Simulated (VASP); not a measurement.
Here is a VASP 6.6.1 calculation.

File INCAR:

```
PREC = Accurate
ENCUT = 520
EDIFF = 1E-6
ISMEAR = 0
SIGMA = 0.1
LREAL = Auto
LASPH = T
NELM = 80
ALGO = Normal
ISIF = 2
LWAVE = F
LCHARG = F
LDIPOL = T
IDIPOL = 3
DIPOL = 0.5 0.5 0.297
GGA = PE
NBANDS = 48
```

KPOINTS

```
regular mesh
0
Gamma
  5 3 1
```

The input POSCAR:

```
Al9N
1.0
    5.7070863110      0.0000000000      0.0000000000
   -1.4267715777      9.7014842372      0.0000000000
    0.0000000000      0.0000000000     22.7903703877
Al N
18 2
Direct
    0.2662216041      0.0648864163      0.1755127245
    0.7662216041      0.0648864163      0.1755127245
    0.3354806058      0.3419224231      0.2192029851
    0.8354806058      0.3419224231      0.2192029851
    0.1493324061      0.5973296244      0.2279410371
    0.6493324061      0.5973296244      0.2279410371
    0.4631842064      0.8527368258      0.2366790893
    0.9631842064      0.8527368258      0.2366790893
    0.0319772075      0.1277109158      0.2808262501
    0.5319772075      0.1277109158      0.2808262501
    0.0997917578      0.4042231245      0.3301071117
    0.5997917578      0.4042231245      0.3301071117
    0.4144000538      0.6596656467      0.3369822073
    0.9144000538      0.6596656467      0.3369822073
    0.2263076930      0.9110819227      0.3449259125
    0.7263076930      0.9110819227      0.3449259125
    0.2962427187      0.1814071959      0.3857054641
    0.7962427187      0.1814071959      0.3857054641
    0.2498348608      0.9110819227      0.4348490270
    0.7027805251      0.9110819227      0.4348490270
```

Potentials or basis: VASP PAW PBE potentials, release 64 (Al, N).

Run with:

```sh
$ cat potpaw_PBE.64/Al/POTCAR potpaw_PBE.64/N/POTCAR > POTCAR
$ mpirun -np 1 vasp_std > vasp.out
```

Predict the band gap on the k mesh.

zero (bands 32 and 33 overlap by 0.28 eV).

What does it give for the largest force?

3.121 eV/Å.

Forces in eV/Å, atoms in the order of the input:
```
Al   0.007  0.124  0.041
Al  -0.018  0.127  0.042
Al  -0.009  0.015  0.088
Al  -0.003  0.003  0.098
Al  -0.021 -0.064 -0.027
Al   0.003 -0.046 -0.037
Al  -0.001 -0.038  0.049
Al  -0.010 -0.081  0.002
Al   0.001 -0.090  0.048
Al   0.014 -0.102  0.028
Al   0.007 -0.038  0.038
Al   0.008 -0.042  0.062
Al  -0.009 -0.126  0.038
Al  -0.019 -0.114  0.001
Al   0.174 -0.170  2.012
Al  -0.133 -0.177  2.027
Al   0.013 -0.641  0.555
Al  -0.013 -0.630  0.551
N    0.875  1.054 -2.804
N   -0.868  1.034 -2.812
```
